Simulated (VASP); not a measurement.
# Ga (C2/c) in VASP: further runs

The runs below take Ga through single point, with PBE.

Everything below comes from runs of VASP 6.6.1. Logs are shortened: lines on timing, memory, paths and dates and some standing lists are left out, and cuts for length are marked.

### Step 1. The cell of the first run

It takes space group C2/c (No. 15, monoclinic). The conventional cell has a = 2.766 Å, b = 8.053 Å, c = 3.332 Å, α = 90.00°, β = 92.02°, γ = 90.00°. Ga (site symmetry 2) has 10 Ga at 2.69 to 3.33 Å within 3.5 Å.

### Step 2. Single point, PBE

The input, INCAR:

```
PREC = Accurate ; ENCUT = 520
EDIFF = 1E-7 ; ISMEAR = 0
SIGMA = 0.019000000000000003 ; LREAL = False
LASPH = True ; NELM = 60
ALGO = Fast ; ISIF = 2
LWAVE = False ; LCHARG = False
GGA = PE ; NBANDS = 20
```

The input, KPOINTS:

```
regular mesh
0
Gamma
  10 10 8
```

The input, POSCAR:

```
Ga
1.0
    1.3830000000     -4.0265000000      0.0000000000
    1.3830000000      4.0265000000      0.0000000000
   -0.1174474948      0.0000000000      3.3299294416
Ga
2
Direct
    0.1310000000      0.8690000000      0.7500000000
    0.8690000000      0.1310000000      0.2500000000
```

Potentials or basis: VASP PAW PBE potentials, release 64 (Ga_d).

The run is started by

```
$ cat potpaw_PBE.64/Ga_d/POTCAR > POTCAR
$ mpirun -np 1 vasp_std > vasp.out
```

OUTCAR:

```text
PREC = Accurate
   ENCUT = 520
   EDIFF = 1E-7
   ISMEAR = 0
   LREAL = False
   LASPH = True
   NELM = 60
   ISIF = 2
   GGA = PE

 ion  position               nearest neighbor table
   1  0.131  0.869  0.750-   2 2.69   2 2.69   2 2.86   2 2.86   2 2.92   2 2.92
   2  0.869  0.131  0.250-   1 2.69   1 2.69   1 2.86   1 2.86   1 2.92   1 2.92

  LATTYP: Found a base centered monoclinic cell.
 ALAT       =     2.7660000000
 B/A-ratio  =     2.9114244396
 C/A-ratio  =     1.2046276211
 COS(beta)  =    -0.0352483478

  Lattice vectors:

 A1 = (   1.3830000000,  -4.0265000000,   0.0000000000)
 A2 = (   1.3830000000,   4.0265000000,   0.0000000000)
 A3 = (  -0.1174474948,   0.0000000000,   3.3299294416)

Analysis of symmetry for initial positions (statically):
=====================================================================
 Subroutine PRICEL returns:
 Original cell was already a primitive cell.

 Routine SETGRP: Setting up the symmetry group for a
 base centered monoclinic supercell.

 Subroutine GETGRP returns: Found  4 space group operations
 (whereof  2 operations were pure point group operations)
 out of a pool of  4 trial point group operations.

The static configuration has the point symmetry S_2 .
 The point group associated with its full space group is C_2h.

Analysis of symmetry for dynamics (positions and initial velocities):
=====================================================================
 Subroutine PRICEL returns:
 Original cell was already a primitive cell.

 Routine SETGRP: Setting up the symmetry group for a
 base centered monoclinic supercell.

 Subroutine GETGRP returns: Found  4 space group operations
 (whereof  2 operations were pure point group operations)
 out of a pool of  4 trial point group operations.

The dynamic configuration has the point symmetry S_2 .
 The point group associated with its full space group is C_2h.

 Subroutine INISYM returns: Found  4 space group operations
 (whereof  2 operations are pure point group operations),
 and found     1 'primitive' translations

----------------------------------------------------------------------------------------

                                     Primitive cell

  volume of cell :      37.0864

  direct lattice vectors                    reciprocal lattice vectors
     1.383000000 -4.026500000  0.000000000     0.361532899 -0.124177325  0.012751361
     1.383000000  4.026500000  0.000000000     0.361532899  0.124177325  0.012751361
    -0.117447495  0.000000000  3.329929442     0.000000000  0.000000000  0.300306663

  length of vectors
     4.257392541  4.257392541  3.332000000     0.382476983  0.382476983  0.300306663

  position of ions in fractional coordinates (direct lattice)
     0.131000000  0.869000000  0.750000000
     0.869000000  0.131000000  0.250000000

  ion indices of the primitive-cell ions
   primitive index   ion index
                 1           1
                 2           2

----------------------------------------------------------------------------------------

 KPOINTS: regular mesh

Automatic generation of k-mesh.
 Grid dimensions read from file:
 generate k-points for:   10   10    8

 Generating k-lattice:

  Cartesian coordinates                     Fractional coordinates (reciprocal lattice)
     0.036153290 -0.012417733  0.001275136     0.100000000  0.000000000 -0.000000000
     0.036153290  0.012417733  0.001275136     0.000000000  0.100000000 -0.000000000
     0.000000000  0.000000000  0.037538333     0.000000000  0.000000000  0.125000000

  Length of vectors
     0.038247698  0.038247698  0.037538333

  Shift w.r.t. Gamma in fractional coordinates (k-lattice)
     0.000000000  0.000000000  0.000000000

 Subroutine IBZKPT returns following result:
 ===========================================

 Found    227 irreducible k-points:

 Following reciprocal coordinates:
            Coordinates               Weight
  0.000000  0.000000  0.000000      1.000000
  0.100000 -0.000000  0.000000      4.000000
  0.200000 -0.000000  0.000000      4.000000
  0.300000 -0.000000  0.000000      4.000000
  0.400000 -0.000000  0.000000      4.000000
  0.500000 -0.000000  0.000000      2.000000
[... 16 lines left out ...]
  0.300000  0.300000  0.000000      2.000000
  0.400000  0.300000  0.000000      4.000000
 [... further k-points ...]
   k-points           NKPTS =    227   k-points in BZ     NKDIM =    227   number of bands    NBANDS=     20
   number of dos      NEDOS =    301   number of ions     NIONS =      2
   total plane-waves  NPLWV =  28672
   dimension x,y,z NGX =    32 NGY =   32 NGZ =   28
   dimension x,y,z NGXF=    64 NGYF=   64 NGZF=   56
   ions per type =               2
   NGX,Y,Z   is equivalent  to a cutoff of  12.50, 12.50, 13.97 a.u.
   NGXF,Y,Z  is equivalent  to a cutoff of  24.99, 24.99, 27.94 a.u.
 SYSTEM =  unknown system
   PREC   = accura    normal or accurate (medium, high low for compatibility)
   ISTART =      0    job   : 0-new  1-cont  2-samecut
   ICHARG =      2    charge: 1-file 2-atom 10-const
   ISPIN  =      1    spin polarized calculation?
   LNONCOLLINEAR =      F non collinear calculations
   LSORBIT =      F    spin-orbit coupling
   LASPH  =      T    aspherical Exc in radial PAW
   ENCUT  =  520.0 eV  38.22 Ry    6.18 a.u.   7.92  7.92  6.20*2*pi/ulx,y,z
   NELM   =     60;   NELMIN=  2; NELMDL= -5     # of ELM steps
   EDIFF  = 0.1E-06   stopping-criterion for ELM
   LREAL  =      F    real-space projection
   EDIFFG = 0.1E-05   stopping-criterion for IOM
   NSW    =      0    number of steps for IOM
   IBRION =     -1    ionic relax: 0-MD 1-quasi-New 2-CG
   NFREE  =      0    steps in history (QN), initial steepest desc. (CG)
   ISIF   =      2    stress and relaxation
   ISYM   =      2    0-nonsym 1-usesym 2-fastsym
   POTIM  = 0.5000    time-step for ionic-motion
   TEBEG  =    0.0;   TEEND  =   0.0 temperature during run
   PSTRESS=    0.0 pullay stress
   NELECT =      26.0000    total number of electrons
   NUPDOWN=      -1.0000    fix difference up-down
   EMIN   =  10.00;   EMAX   =-10.00  energy-range for DOS
   EFERMI =   0.00;   METHOD = LEGACY
   ISMEAR =     0;   SIGMA  =   0.02  broadening in eV -4-tet -1-fermi 0-gaus
   EFERMI_NEDOS =   21; number of points for ismear=-14 and -15
   IALGO  =     68    algorithm
   IMIX   =      4    mixing-type and parameters
     AMIX     =   0.40;   BMIX     =  1.00
     AMIX_MAG =   1.60;   BMIX_MAG =  1.00
  volume/ion in A,a.u.               =      18.54       125.14
  Fermi-wavevector in a.u.,A,eV,Ry     =   1.454323  2.748273 28.777089  2.115056
  Thomas-Fermi vector in A             =   2.571487
   LORBIT       =      0    0 simple, 1 ext, 2 COOP (PROOUT), +10 PAW based schemes
   GGA     = PE    functional components
   LHFCALC =     F    Hartree Fock is set to
   AEXX    =    0.0000 exact exchange contribution
   IVDW    =     0    specifies the selected vdW correction
   LEPSILON=     F    determine dielectric tensor
   LRPA    =     F    only Hartree local field effects (RPA)
 non-spin polarized calculation
 RMM-DIIS sequential band-by-band and
 Gauss-broadening in eV      SIGMA  =   0.02
  energy-cutoff  :      520.00
  volume of cell :       37.09
 maximum number of plane-waves:      1014
   NGX = 15   NGY = 15   NGZ = 13

 number of electron      26.0000006 magnetization

 Free energy of the ion-electron system (eV)
  ---------------------------------------------------
  ext. energy  EPLUGINS =         0.00000000
  ---------------------------------------------------
  free energy    TOTEN  =        -5.76972480 eV

  energy without entropy =       -5.76954703  energy(sigma->0) =       -5.76963591

 E-fermi :   5.6553     XC(G=0): -11.0586

 val. band max:        5.6514970428   @ k =  -0.2000   0.3000   0.3750
 cond. band min:       5.6633332496   @ k =   0.5000  -0.0000   0.0000
 fundamental gap:      0.0118362069
 Fermi energy:         5.6552800026

 k-point     1 :       0.0000    0.0000    0.0000
  band No.  band energies     occupation
      1      -9.5067      2.00000
      2      -9.4971      2.00000
      3      -9.4609      2.00000
      4      -9.4370      2.00000
      5      -9.1634      2.00000
      6      -9.1624      2.00000
[... 12 lines left out ...]
     19      16.3795      0.00000
     20      18.7571      0.00000

 k-point     2 :       0.1000   -0.0000    0.0000
  band No.  band energies     occupation
      1      -9.4987      2.00000
      2      -9.4811      2.00000
      3      -9.4394      2.00000
      4      -9.3988      2.00000
      5      -9.1821      2.00000
      6      -9.1800      2.00000
[... 12 lines left out ...]
     19      16.7421      0.00000
     20      19.6296      0.00000

 k-point     3 :       0.2000   -0.0000    0.0000
  band No.  band energies     occupation
      1      -9.4783      2.00000
      2      -9.4471      2.00000
      3      -9.3829      2.00000
      4      -9.3087      2.00000
      5      -9.2305      2.00000
      6      -9.2207      2.00000
[... 12 lines left out ...]
     19      16.9365      0.00000
     20      20.6927      0.00000

 k-point     4 :       0.3000   -0.0000    0.0000
  band No.  band energies     occupation
      1      -9.4552      2.00000
      2      -9.4136      2.00000
      3      -9.3361      2.00000
      4      -9.3115      2.00000
      5      -9.2917      2.00000
      6      -9.2004      2.00000
[... 12 lines left out ...]
     19      17.1764      0.00000
     20      19.2766      0.00000

 k-point     5 :       0.4000   -0.0000    0.0000
  band No.  band energies     occupation
      1      -9.4390      2.00000
      2      -9.4124      2.00000
      3      -9.3488      2.00000
      4      -9.3363      2.00000
      5      -9.3160      2.00000
      6      -9.2118      2.00000
[... 12 lines left out ...]
     19      16.4203      0.00000
     20      17.9481      0.00000

 k-point     6 :       0.5000   -0.0000    0.0000
  band No.  band energies     occupation
      1      -9.4326      2.00000
      2      -9.4251      2.00000
      3      -9.3684      2.00000
      4      -9.3268      2.00000
      5      -9.3244      2.00000
      6      -9.2127      2.00000
[... 12 lines left out ...]
     19      16.4656      0.00000
     20      17.0356      0.00000

 k-point     7 :       0.1000    0.1000    0.0000
  band No.  band energies     occupation
      1      -9.4876      2.00000
      2      -9.4539      2.00000
      3      -9.3683      2.00000
      4      -9.3225      2.00000
      5      -9.2157      2.00000
      6      -9.2079      2.00000
[... 12 lines left out ...]
     19      17.4128      0.00000
     20      19.8453      0.00000
[... 277 lines left out ...]
 k-point    20 :      -0.4000    0.2000    0.0000
  band No.  band energies     occupation
      1      -9.4360      2.00000
      2      -9.4130      2.00000
      3      -9.3845      2.00000
      4      -9.2865      2.00000
      5      -9.2620      2.00000
      6      -9.2366      2.00000
[... 12 lines left out ...]
     19      15.1746      0.00000
     20      20.0825      0.00000

 k-point    21 :      -0.3000    0.2000    0.0000
  band No.  band energies     occupation
      1      -9.5046      2.00000
      2      -9.4385      2.00000
      3      -9.4212      2.00000
      4      -9.3382      2.00000
      5      -9.2325      2.00000
      6      -9.2119      2.00000
[... 12 lines left out ...]
     19      16.3988      0.00000
     20      19.9533      0.00000

 k-point    22 :      -0.2000    0.2000    0.0000
  band No.  band energies     occupation
      1      -9.5254      2.00000
      2      -9.4639      2.00000
      3      -9.4475      2.00000
      4      -9.3836      2.00000
      5      -9.2069      2.00000
      6      -9.1867      2.00000
[... 12 lines left out ...]
     19      17.4752      0.00000
     20      17.9468      0.00000

 k-point    23 :       0.3000    0.3000    0.0000
  band No.  band energies     occupation
      1      -9.4356      2.00000
      2      -9.4228      2.00000
      3      -9.3403      2.00000
      4      -9.2924      2.00000
      5      -9.2514      2.00000
      6      -9.2319      2.00000
[... 12 lines left out ...]
     19      15.2490      0.00000
     20      16.9045      0.00000

 k-point    24 :       0.4000    0.3000    0.0000
  band No.  band energies     occupation
      1      -9.4040      2.00000
      2      -9.4008      2.00000
      3      -9.3273      2.00000
      4      -9.2941      2.00000
      5      -9.2700      2.00000
      6      -9.2226      2.00000
[... 12 lines left out ...]
     19      15.2872      0.00000
     20      17.4875      0.00000

 [... further k-points ...]

------------------------ aborting loop because EDIFF is reached ----------------------------------------

  FORCE on cell =-STRESS in cart. coord.  units (eV):
  Direction    XX          YY          ZZ          XY          YZ          ZX
  --------------------------------------------------------------------------------------
  -------------------------------------------------------------------------------------
  Total        0.5780299      0.3929924      0.0639170      0.0000000      0.0000000      0.1083905
  in kB       24.9715762     16.9777368      2.7612914      0.0000000      0.0000000      4.6825980
  external PRESSURE =      14.9035348 kB  Pullay stress =       0.0000000 kB

 VOLUME and BASIS-vectors are now :
 -----------------------------------------------------------------------------
  energy-cutoff  :      520.00
  volume of cell :       37.09
      direct lattice vectors                 reciprocal lattice vectors
     1.383000000 -4.026500000  0.000000000     0.361532899 -0.124177325  0.012751361
     1.383000000  4.026500000  0.000000000     0.361532899  0.124177325  0.012751361
    -0.117447495  0.000000000  3.329929442     0.000000000  0.000000000  0.300306663

 POSITION                                       TOTAL-FORCE (eV/Angst)
 -----------------------------------------------------------------------------------
      1.29491      2.97156      2.49745        -0.000000     -0.217437     -0.000000
      1.35364     -2.97156      0.83248         0.000000      0.217437      0.000000
 -----------------------------------------------------------------------------------
    total drift:                                0.000000      0.000000     -0.000000

  FREE ENERGIE OF THE ION-ELECTRON SYSTEM (eV)
  ---------------------------------------------------
  free  energy   TOTEN  =        -5.7697247999 eV

  energy  without entropy=       -5.7695470293  energy(sigma->0) =       -5.76963591
```

It took 3.2 min on 1 thread of Intel Xeon Platinum 8488C (Sapphire Rapids), shared host; peak memory 0.26 GiB.

Results:

* Free energy: -5.7697 eV
* Pressure: 1.5 GPa
* Largest force: 0.217 eV/Å
* Band gap on the k mesh: zero (bands 13 and 14 overlap by 8.39 eV)

Forces in eV/Å, atoms in the order of the input:
```
Ga   0.000 -0.217  0.000
Ga   0.000  0.217  0.000
```

Stress tensor (GPa, compression positive):
```
2.50 0.00 0.47
0.00 1.70 0.00
0.47 0.00 0.28
```

(Continued in part 2 of 3.)
